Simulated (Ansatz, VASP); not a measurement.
# One calculation of SnO2, two programs

INCAR

```
SYSTEM = SnO2
PREC = Accurate
ENCUT = 520
EDIFF = 1E-6
ISMEAR = 0
SIGMA = 0.02
LREAL = .FALSE.
LASPH = .TRUE.
NELM = 60
ALGO = Normal
ISIF = 2
LWAVE = .FALSE.
LCHARG = .FALSE.
GGA = PE
NBANDS = 20
```

Contents of KPOINTS:

```
regular mesh
0
G
  12 12 6
  0 0 0
```

File POSCAR:

```
SnO2
1.0
    3.2277956240      0.0000000000      0.0000000000
   -1.6138978120      2.7953530086      0.0000000000
    0.0000000000      0.0000000000      5.4898739544
Sn O
1 2
Direct
    0.0000000000      0.0000000000      0.0000000000
    0.3333333333      0.6666666667      0.1842883270
    0.6666666667      0.3333333333      0.8157116730
```

Input for Ansatz:

```yaml
crystal:
  lattice:
    - [3.2277956369, 0.0, 0.0]
    - [-1.6138978184, 2.7953530198, 0.0]
    - [0.0, 0.0, 5.4898740324]
  atoms:
    - { symbol: Sn, position: [0.0, 0.0, 0.0] }
    - { symbol: O, position: [0.3333333333, 0.6666666667, 0.1842883234] }
    - { symbol: O, position: [0.6666666667, 0.3333333333, 0.8157116766] }
basis:
  ecutwfc: 420
kpoints:
  mp_grid: { grid: [12, 12, 6] }
  band_path: { path: [VBM, CBM], npoints: 2 }
hamiltonian:
  xc: pbe
scf:
  occupations: { method: gaussian, width: 0.02 }
output:
  forces: false
  stress: false
  eigenvalues: true
checkpoint:
  read: start.run
  write: ck
  compress: false
  write_wavefunctions: false
  write_every: 100000
```

Alike in both runs: task single point; functional PBE; k mesh 12 × 12 × 6; occupations gaussian, width 0.02 eV; no spin polarisation.

|  | VASP | Ansatz |
| --- | --- | --- |
| version | VASP 6.6.1 | Ansatz 0.2.0 |
| potentials or method | VASP PAW PBE potentials, release 64 (Sn_d, O), cutoff 520 eV | scalar-relativistic, plane waves, PAW |
| valence electrons in the cell | 26 | 26 |

|  | VASP | Ansatz | Ansatz less VASP |
| --- | --- | --- | --- |
| gap on the k mesh at the Fermi level (eV) | 2.28 | 2.30 | +0.023 |
| least direct gap on the mesh (eV) | 2.61 | 2.63 | +0.015 |
